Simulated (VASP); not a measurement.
# Be (Pm-3m) in VASP: notebook

Runs on Be. Level: PBEsol. Tasks: single point.

All numbers are computed with VASP 6.6.1; they aren't measurements. Logs are shortened: lines on timing, memory, paths and dates and some standing lists are left out, and cuts for length are marked.

### Step 1. The cell of the first run

Symmetry: Pm-3m, No. 221, cubic system. The conventional cell has a = 2.075 Å, b = 2.075 Å, c = 2.075 Å, α = 90.00°, β = 90.00°, γ = 90.00°. Within 2.7 Å of Be (site symmetry m-3m) lie 6 Be at 2.07 Å.

### Step 2. Single point, PBEsol (volume scaled by 0.88)

Contents of INCAR:

```
SYSTEM = Be
PREC = Accurate
ENCUT = 520
EDIFF = 1E-7
ISMEAR = -1
SIGMA = 0.1
LREAL = .False.
LASPH = .True.
NELM = 60
ALGO = Normal
ISIF = 2
LWAVE = .False.
LCHARG = .False.
GGA = PS
NBANDS = 7
```

Contents of KPOINTS:

```
regular mesh
0
Gamma
  16 16 16
  0 0 0
```

Contents of POSCAR:

```
Be
1.0
    2.0749480680      0.0000000000      0.0000000000
    0.0000000000      2.0749480680      0.0000000000
    0.0000000000      0.0000000000      2.0749480680
Be
1
Direct
    0.0000000000      0.0000000000      0.0000000000
```

Potentials or basis: VASP PAW PBE potentials, release 64 (Be).

On the command line:

```sh
> cat potpaw_PBE.64/Be/POTCAR > POTCAR
> mpirun -np 1 vasp_std > vasp.out
```

OUTCAR:

```text
SYSTEM = Be
   PREC = Accurate
   ENCUT = 520
   EDIFF = 1E-7
   ISMEAR = -1
   LREAL = .False.
   LASPH = .True.
   NELM = 60
   ISIF = 2
   GGA = PS

 ion  position               nearest neighbor table
   1  0.000  0.000  0.000-

  LATTYP: Found a simple cubic cell.
 ALAT       =     2.0749480680

  Lattice vectors:

 A1 = (   2.0749480680,   0.0000000000,   0.0000000000)
 A2 = (   0.0000000000,   2.0749480680,   0.0000000000)
 A3 = (   0.0000000000,   0.0000000000,   2.0749480680)

Analysis of symmetry for initial positions (statically):
=====================================================================
 Subroutine PRICEL returns:
 Original cell was already a primitive cell.

 Routine SETGRP: Setting up the symmetry group for a
 simple cubic supercell.

 Subroutine GETGRP returns: Found 48 space group operations
 (whereof 48 operations were pure point group operations)
 out of a pool of 48 trial point group operations.

The static configuration has the point symmetry O_h .

Analysis of symmetry for dynamics (positions and initial velocities):
=====================================================================
 Subroutine PRICEL returns:
 Original cell was already a primitive cell.

 Routine SETGRP: Setting up the symmetry group for a
 simple cubic supercell.

 Subroutine GETGRP returns: Found 48 space group operations
 (whereof 48 operations were pure point group operations)
 out of a pool of 48 trial point group operations.

The dynamic configuration has the point symmetry O_h .

 Subroutine INISYM returns: Found 48 space group operations
 (whereof 48 operations are pure point group operations),
 and found     1 'primitive' translations

----------------------------------------------------------------------------------------

                                     Primitive cell

  volume of cell :       8.9335

  direct lattice vectors                    reciprocal lattice vectors
     2.074948068  0.000000000  0.000000000     0.481939773  0.000000000  0.000000000
     0.000000000  2.074948068  0.000000000     0.000000000  0.481939773  0.000000000
     0.000000000  0.000000000  2.074948068     0.000000000  0.000000000  0.481939773

  length of vectors
     2.074948068  2.074948068  2.074948068     0.481939773  0.481939773  0.481939773

  position of ions in fractional coordinates (direct lattice)
     0.000000000  0.000000000  0.000000000

  ion indices of the primitive-cell ions
   primitive index   ion index
                 1           1

----------------------------------------------------------------------------------------

 KPOINTS: regular mesh

Automatic generation of k-mesh.
 Grid dimensions read from file:
 generate k-points for:   16   16   16

 Generating k-lattice:

  Cartesian coordinates                     Fractional coordinates (reciprocal lattice)
     0.030121236  0.000000000  0.000000000     0.062500000  0.000000000  0.000000000
     0.000000000  0.030121236  0.000000000     0.000000000  0.062500000  0.000000000
     0.000000000  0.000000000  0.030121236     0.000000000  0.000000000  0.062500000

  Length of vectors
     0.030121236  0.030121236  0.030121236

  Shift w.r.t. Gamma in fractional coordinates (k-lattice)
     0.000000000  0.000000000  0.000000000

 Subroutine IBZKPT returns following result:
 ===========================================

 Found    165 irreducible k-points:

 Following reciprocal coordinates:
            Coordinates               Weight
  0.000000  0.000000  0.000000      1.000000
  0.062500  0.000000  0.000000      6.000000
  0.125000  0.000000  0.000000      6.000000
  0.187500  0.000000  0.000000      6.000000
  0.250000  0.000000  0.000000      6.000000
  0.312500  0.000000  0.000000      6.000000
[... 16 lines left out ...]
  0.437500  0.125000  0.000000     24.000000
  0.500000  0.125000  0.000000     12.000000
 [... further k-points ...]
   k-points           NKPTS =    165   k-points in BZ     NKDIM =    165   number of bands    NBANDS=      7
   number of dos      NEDOS =    301   number of ions     NIONS =      1
   total plane-waves  NPLWV =   4096
   dimension x,y,z NGX =    16 NGY =   16 NGZ =   16
   dimension x,y,z NGXF=    32 NGYF=   32 NGZF=   32
   ions per type =               1
   NGX,Y,Z   is equivalent  to a cutoff of  12.82, 12.82, 12.82 a.u.
   NGXF,Y,Z  is equivalent  to a cutoff of  25.64, 25.64, 25.64 a.u.
 SYSTEM =  Be
   PREC   = accura    normal or accurate (medium, high low for compatibility)
   ISTART =      0    job   : 0-new  1-cont  2-samecut
   ICHARG =      2    charge: 1-file 2-atom 10-const
   ISPIN  =      1    spin polarized calculation?
   LNONCOLLINEAR =      F non collinear calculations
   LSORBIT =      F    spin-orbit coupling
   LASPH  =      T    aspherical Exc in radial PAW
   ENCUT  =  520.0 eV  38.22 Ry    6.18 a.u.   3.86  3.86  3.86*2*pi/ulx,y,z
   NELM   =     60;   NELMIN=  2; NELMDL= -5     # of ELM steps
   EDIFF  = 0.1E-06   stopping-criterion for ELM
   LREAL  =      F    real-space projection
   EDIFFG = 0.1E-05   stopping-criterion for IOM
   NSW    =      0    number of steps for IOM
   IBRION =     -1    ionic relax: 0-MD 1-quasi-New 2-CG
   NFREE  =      0    steps in history (QN), initial steepest desc. (CG)
   ISIF   =      2    stress and relaxation
   ISYM   =      2    0-nonsym 1-usesym 2-fastsym
   POTIM  = 0.5000    time-step for ionic-motion
   TEBEG  =    0.0;   TEEND  =   0.0 temperature during run
   PSTRESS=    0.0 pullay stress
   NELECT =       2.0000    total number of electrons
   NUPDOWN=      -1.0000    fix difference up-down
   EMIN   =  10.00;   EMAX   =-10.00  energy-range for DOS
   EFERMI =   0.00;   METHOD = LEGACY
   ISMEAR =    -1;   SIGMA  =   0.10  broadening in eV -4-tet -1-fermi 0-gaus
   EFERMI_NEDOS =   21; number of points for ismear=-14 and -15
   IALGO  =     38    algorithm
   IMIX   =      4    mixing-type and parameters
     AMIX     =   0.40;   BMIX     =  1.00
     AMIX_MAG =   1.60;   BMIX_MAG =  1.00
  volume/ion in A,a.u.               =       8.93        60.29
  Fermi-wavevector in a.u.,A,eV,Ry     =   0.994056  1.878494 13.444566  0.988148
  Thomas-Fermi vector in A             =   2.125981
   LORBIT       =      0    0 simple, 1 ext, 2 COOP (PROOUT), +10 PAW based schemes
   GGA     = PS    functional components
   LHFCALC =     F    Hartree Fock is set to
   AEXX    =    0.0000 exact exchange contribution
   IVDW    =     0    specifies the selected vdW correction
   LEPSILON=     F    determine dielectric tensor
   LRPA    =     F    only Hartree local field effects (RPA)
 non-spin polarized calculation
  energy-cutoff  :      520.00
  volume of cell :        8.93
 maximum number of plane-waves:       280
 NGX is ok and might be reduce to    16
   NGX =  7   NGY =  7   NGZ =  7

 number of electron       2.0000000 magnetization

 Free energy of the ion-electron system (eV)
  ---------------------------------------------------
  ext. energy  EPLUGINS =         0.00000000
  ---------------------------------------------------
  free energy    TOTEN  =        -2.93899533 eV

  energy without entropy =       -2.92711436  energy(sigma->0) =       -2.93305484

 E-fermi :   5.8728     XC(G=0): -10.2029

 val. band max:        5.7749345758   @ k =   0.4375   0.3750   0.2500
 cond. band min:       5.9002424260   @ k =   0.5000   0.2500   0.1875
 fundamental gap:      0.1253078502
 Fermi energy:         5.8728182277

 k-point     1 :       0.0000    0.0000    0.0000
  band No.  band energies     occupation
      1      -4.6141      2.00000
      2      20.8039      0.00000
      3      20.8039      0.00000
      4      20.8039      0.00000
      5      26.6550      0.00000
      6      26.6550      0.00000
      7      36.8998      0.00000

 k-point     2 :       0.0625    0.0000    0.0000
  band No.  band energies     occupation
      1      -4.5116      2.00000
      2      19.2801      0.00000
      3      20.9123      0.00000
      4      20.9123      0.00000
      5      26.7859      0.00000
      6      28.3394      0.00000
      7      36.7877      0.00000

 k-point     3 :       0.1250    0.0000    0.0000
  band No.  band energies     occupation
      1      -4.2048      2.00000
      2      16.5830      0.00000
      3      21.2333      0.00000
      4      21.2333      0.00000
      5      27.1774      0.00000
      6      31.4189      0.00000
      7      36.5588      0.00000

 k-point     4 :       0.1875    0.0000    0.0000
  band No.  band energies     occupation
      1      -3.6964      2.00000
      2      13.8269      0.00000
      3      21.7531      0.00000
      4      21.7531      0.00000
      5      27.8258      0.00000
      6      33.9722      0.00000
      7      37.0255      0.00000

 k-point     5 :       0.2500    0.0000    0.0000
  band No.  band energies     occupation
      1      -2.9925      2.00000
      2      11.2249      0.00000
      3      22.4431      0.00000
      4      22.4431      0.00000
      5      28.7226      0.00000
      6      34.2389      0.00000
      7      39.6746      0.00000
[... 161 lines left out ...]
 k-point    22 :       0.3750    0.1250    0.0000
  band No.  band energies     occupation
      1      -0.6300      2.00000
      2       7.0055      0.00002
      3      20.9380      0.00000
      4      24.4670      0.00000
      5      29.4674      0.00000
      6      34.1906      0.00000
      7      38.4887      0.00000

 k-point    23 :       0.4375    0.1250    0.0000
  band No.  band energies     occupation
      1       0.4401      2.00000
      2       5.3154      1.99244
      3      21.8623      0.00000
      4      25.1127      0.00000
      5      28.1555      0.00000
      6      35.2466      0.00000
      7      37.3872      0.00000

 k-point    24 :       0.5000    0.1250    0.0000
  band No.  band energies     occupation
      1       1.0254      2.00000
      2       4.5226      2.00000
      3      22.2910      0.00000
      4      25.3681      0.00000
      5      27.5908      0.00000
      6      36.0483      0.00000
      7      36.6075      0.00000

 [... further k-points ...]
[... 5 lines left out ...]
  --------------------------------------------------------------------------------------
  -------------------------------------------------------------------------------------
  Total        0.7068173      0.7068173      0.7068173     -0.0000000     -0.0000000      0.0000000
  in kB      126.7640426    126.7640426    126.7640426     -0.0000000     -0.0000000      0.0000000
  external PRESSURE =     126.7640426 kB  Pullay stress =       0.0000000 kB

 VOLUME and BASIS-vectors are now :
 -----------------------------------------------------------------------------
  energy-cutoff  :      520.00
  volume of cell :        8.93
      direct lattice vectors                 reciprocal lattice vectors
     2.074948068  0.000000000  0.000000000     0.481939773  0.000000000  0.000000000
     0.000000000  2.074948068  0.000000000     0.000000000  0.481939773  0.000000000
     0.000000000  0.000000000  2.074948068     0.000000000  0.000000000  0.481939773

 POSITION                                       TOTAL-FORCE (eV/Angst)
 -----------------------------------------------------------------------------------
      0.00000      0.00000      0.00000         0.000000      0.000000      0.000000
 -----------------------------------------------------------------------------------
    total drift:                               -0.000000     -0.000000     -0.000000

  FREE ENERGIE OF THE ION-ELECTRON SYSTEM (eV)
  ---------------------------------------------------
  free  energy   TOTEN  =        -2.9389953271 eV

  energy  without entropy=       -2.9271143621  energy(sigma->0) =       -2.93305484
```

It took 4.4 s on 1 thread of Intel Xeon Platinum 8259CL at 2.50GHz (Skylake/Cascade Lake), shared host; peak memory 0.11 GiB.

Results:

```
Free energy            : -2.9390 eV
Pressure               : 12.7 GPa
Band gap on the k mesh : zero (band 1 reaches 11.78 eV, above the bottom of band 2 at 4.28 eV)
```

Caveat: the cell differs from its parent crystal (volume scaled by 0.88); the PAW data sets were made with another functional, which shifts forces and pressure a little.

### Step 3. Single point, PBEsol (volume scaled by 0.92)

Contents of INCAR:

```
ALGO = Normal
EDIFF = 1E-6
ENCUT = 520
GGA = PS
ISIF = 2
ISMEAR = -1
LASPH = True
LCHARG = True
LELF = True
LREAL = False
LVHAR = True
LWAVE = False
NBANDS = 7
NELM = 60
PREC = Accurate
SIGMA = 0.1
```

Contents of KPOINTS:

```
k-points
0
Gamma
  16 16 16
```

Contents of POSCAR:

```
Be
1.0
    2.1059220087      0.0000000000      0.0000000000
    0.0000000000      2.1059220087      0.0000000000
    0.0000000000      0.0000000000      2.1059220087
Be
1
Direct
    0.0000000000      0.0000000000      0.0000000000
```

Potentials or basis: VASP PAW PBE potentials, release 64 (Be).

On the command line:

```sh
> cat potpaw_PBE.64/Be/POTCAR > POTCAR
> mpirun -np 1 vasp_std > vasp.out
```

OUTCAR:

```text
EDIFF = 1E-6
   ENCUT = 520
   GGA = PS
   ISIF = 2
   ISMEAR = -1
   LASPH = True
   LREAL = False
   NELM = 60
   PREC = Accurate

 ion  position               nearest neighbor table
   1  0.000  0.000  0.000-

  LATTYP: Found a simple cubic cell.
 ALAT       =     2.1059220087

  Lattice vectors:

 A1 = (   2.1059220087,   0.0000000000,   0.0000000000)
 A2 = (   0.0000000000,   2.1059220087,   0.0000000000)
 A3 = (   0.0000000000,   0.0000000000,   2.1059220087)

Analysis of symmetry for initial positions (statically):
=====================================================================
 Subroutine PRICEL returns:
 Original cell was already a primitive cell.

 Routine SETGRP: Setting up the symmetry group for a
 simple cubic supercell.

 Subroutine GETGRP returns: Found 48 space group operations
 (whereof 48 operations were pure point group operations)
 out of a pool of 48 trial point group operations.

The static configuration has the point symmetry O_h .

Analysis of symmetry for dynamics (positions and initial velocities):
[... 152 lines left out ...]
  ---------------------------------------------------
  free energy    TOTEN  =        -2.96483618 eV

  energy without entropy =       -2.95278829  energy(sigma->0) =       -2.95881223

 E-fermi :   5.4992     XC(G=0): -10.0618

 val. band max:        5.4855524514   @ k =   0.5000   0.2500   0.1875
 cond. band min:       5.5362097019   @ k =   0.4375   0.1875   0.1250
 fundamental gap:      0.0506572504
 Fermi energy:         5.4992275218

 k-point     1 :       0.0000    0.0000    0.0000
  band No.  band energies     occupation
      1      -4.7138      2.00000
      2      19.9826      0.00000
      3      19.9826      0.00000
      4      19.9826      0.00000
      5      25.7712      0.00000
      6      25.7712      0.00000
      7      35.5035      0.00000
[... 221 lines left out ...]
 k-point    24 :       0.5000    0.1250    0.0000
  band No.  band energies     occupation
      1       0.8756      2.00000
      2       4.1039      2.00000
      3      21.3883      0.00000
      4      24.3623      0.00000
      5      26.6726      0.00000
      6      34.8848      0.00000
      7      35.3657      0.00000

 [... further k-points ...]
[... 5 lines left out ...]
  --------------------------------------------------------------------------------------
  -------------------------------------------------------------------------------------
  Total        0.4574304      0.4574304      0.4574304      0.0000000      0.0000000     -0.0000000
  in kB       78.4709206     78.4709206     78.4709206      0.0000000      0.0000000     -0.0000000
  external PRESSURE =      78.4709206 kB  Pullay stress =       0.0000000 kB

 VOLUME and BASIS-vectors are now :
 -----------------------------------------------------------------------------
  energy-cutoff  :      520.00
  volume of cell :        9.34
      direct lattice vectors                 reciprocal lattice vectors
     2.105922009  0.000000000  0.000000000     0.474851393  0.000000000  0.000000000
     0.000000000  2.105922009  0.000000000     0.000000000  0.474851393  0.000000000
     0.000000000  0.000000000  2.105922009     0.000000000  0.000000000  0.474851393

 POSITION                                       TOTAL-FORCE (eV/Angst)
 -----------------------------------------------------------------------------------
      0.00000      0.00000      0.00000         0.000000      0.000000      0.000000
 -----------------------------------------------------------------------------------
    total drift:                                0.000000     -0.000000     -0.000000

  FREE ENERGIE OF THE ION-ELECTRON SYSTEM (eV)
  ---------------------------------------------------
  free  energy   TOTEN  =        -2.9648361800 eV

  energy  without entropy=       -2.9527882875  energy(sigma->0) =       -2.95881223
```

stdout:

```text
POSCAR found type information on POSCAR Be
 POSCAR found :  1 types and       1 ions
 scaLAPACK will be used
 -----------------------------------------------------------------------------
|                                                                             |
|                                                                             |
|     You enforced a specific xc type in the INCAR file but a different       |
|     I HOPE YOU KNOW WHAT YOU ARE DOING!                                     |
|                                                                             |
 -----------------------------------------------------------------------------

 LDA part: xc-table for (Slater+PW92), standard interpolation
 POSCAR, INCAR and KPOINTS ok, starting setup
 FFT: planning ... GRIDC
 FFT: planning ... GRID_SOFT
 FFT: planning ... GRID
 WAVECAR not read
 entering main loop
```

It took 3.9 s on 1 thread of Intel Xeon Platinum 8259CL at 2.50GHz (Skylake/Cascade Lake), shared host; peak memory 0.11 GiB.

Results:

- Free energy: -2.9648 eV
- Pressure: 7.8 GPa
- Band gap on the k mesh: zero (band 1 reaches 11.24 eV, above the bottom of band 2 at 3.86 eV)

Levels at points of the mesh, in eV from the Fermi level:
| k point | band 1 | band 2 | band 3 | band 4 | band 5 |
| --- | --- | --- | --- | --- | --- |
| (0.00, 0.00, 0.00) | -10.21 | 14.48 | 14.48 | 14.48 | 20.27 |
| (0.50, 0.00, 0.00) | -5.12 | -1.64 | 18.49 | 18.49 | 26.22 |
| (0.50, 0.50, 0.00) | 0.65 | 0.65 | 6.78 | 8.09 | 21.81 |
| (0.50, 0.50, 0.50) | 5.74 | 5.74 | 5.74 | 13.83 | 13.83 |

Caveat: the cell differs from its parent crystal (volume scaled by 0.92); the PAW data sets were made with another functional, which shifts forces and pressure a little.

### Step 4. Single point, PBEsol

This run uses another cell than the first one, of 10.15 Å³/atom, 1.136 times its volume.

Contents of INCAR:

```
SYSTEM = Be
PREC     = Accurate       ! precision mode
ENCUT    = 520            ! plane-wave cutoff, eV
EDIFF    = 1E-6           ! SCF threshold, eV
ISMEAR   = -1             ! smearing method
SIGMA    = 0.1            ! smearing width, eV
LREAL    = .False.        ! projectors in reciprocal space
LASPH    = .True.         ! aspherical terms in the spheres
NELM     = 60             ! most SCF steps
ALGO     = Normal         ! electronic algorithm
ISIF     = 2              ! what is computed and relaxed
LWAVE    = .False.        ! write WAVECAR
LCHARG   = .False.        ! write CHGCAR
GGA      = PS             ! functional
NBANDS   = 7              ! bands
```

Contents of KPOINTS:

```
Automatic mesh
0
Gamma
  16 16 16
  0 0 0
```

Contents of POSCAR:

```
Be
1.0
    2.1652747306      0.0000000000      0.0000000000
    0.0000000000      2.1652747306      0.0000000000
    0.0000000000      0.0000000000      2.1652747306
Be
1
Direct
    0.0000000000      0.0000000000      0.0000000000
```

On the command line:

```sh
> cat potpaw_PBE.64/Be/POTCAR > POTCAR
> mpirun -np 1 vasp_std > vasp.out
```

Wall time 3.6 s (1 thread of Intel Xeon Platinum 8259CL at 2.50GHz (Skylake/Cascade Lake), shared host); peak memory 0.11 GiB.

Results (log left out):

- Free energy: -2.9847 eV
- Pressure: 0.4 GPa
- Band gap on the k mesh: zero (band 1 reaches 10.28 eV, above the bottom of band 2 at 3.11 eV)

Levels at points of the mesh, in eV from the Fermi level:
| k point | band 1 | band 2 | band 3 | band 4 |
| --- | --- | --- | --- | --- |
| (0.00, 0.00, 0.00) | -9.72 | 13.67 | 13.67 | 13.67 |
| (0.50, 0.00, 0.00) | -4.69 | -1.72 | 17.38 | 17.38 |
| (0.50, 0.50, 0.00) | 0.70 | 0.70 | 6.67 | 7.31 |
| (0.50, 0.50, 0.50) | 5.44 | 5.44 | 5.44 | 13.30 |

Caveat: the PAW data sets were made with another functional, which shifts forces and pressure a little.

(Continued in part 2 of 2.)
